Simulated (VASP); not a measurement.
Set up this calculation in VASP 6.6.1, as the native input.

- Task: single point
- Functional: PBEsol
- Potentials or basis: VASP PAW PBE potentials, release 64 (W_sv, S)
- Cutoff: 520 eV
- k mesh: 10 × 10 × 3
- Occupations: fermi-dirac, width 0.05 eV
- Spin: no spin polarisation
- Dipole correction: no
- Further INCAR settings: ALGO = Normal; EDIFF = 1e-07; NBANDS = 35

The structure of WS2 lies in POSCAR:

```
WS2
1.0
    3.2423687753      0.0000000000      0.0000000000
   -1.6211843877      2.8079737278      0.0000000000
    0.0000000000      0.0000000000     12.7451602803
W S
2 4
Direct
    0.6666666667      0.3333333333      0.7500000000
    0.3333333333      0.6666666667      0.2500000000
    0.6666666667      0.3333333333      0.3750000000
    0.3333333333      0.6666666667      0.8750000000
    0.6666666667      0.3333333333      0.1250000000
    0.3333333333      0.6666666667      0.6250000000
```

One way to write it, as run:

INCAR

```
SYSTEM = WS2
PREC     = Accurate       ! precision mode
ENCUT    = 520            ! plane-wave cutoff, eV
EDIFF    = 1E-7           ! SCF threshold, eV
ISMEAR   = -1             ! smearing method
SIGMA    = 0.05           ! smearing width, eV
LREAL    = .False.        ! projectors in reciprocal space
LASPH    = .True.         ! aspherical terms in the spheres
NELM     = 60             ! most SCF steps
ALGO     = Normal         ! electronic algorithm
ISIF     = 2              ! what is computed and relaxed
LWAVE    = .False.        ! write WAVECAR
LCHARG   = .False.        ! write CHGCAR
GGA      = PS             ! functional
NBANDS   = 35             ! bands
```

KPOINTS

```
regular mesh
0
Gamma
  10 10 3
  0 0 0
```

Potentials or basis: VASP PAW PBE potentials, release 64 (W_sv, S).

Launch:

```sh
$ cat potpaw_PBE.64/W_sv/POTCAR potpaw_PBE.64/S/POTCAR > POTCAR
$ mpirun -np 1 vasp_std > vasp.out
```

Results of the run:

```yaml
Pressure: -10.5 GPa
Largest_force: 1.069 eV/Å
Band_gap_on_the_k_mesh: 1.14 eV (least direct gap 1.93 eV)
```

Caveat: the cell stands under tension; the PAW data sets were made with another functional, which shifts forces and pressure a little; spin-orbit coupling is left out, which moves the levels of the heavy elements; this functional lacks dispersion, which binds layers or chains, so the pressure and a relaxed spacing across them are unreliable.

Wall time 2.6 min on 1 thread of Intel Xeon 8259CL, on a shared host, peak memory 0.27 GiB.
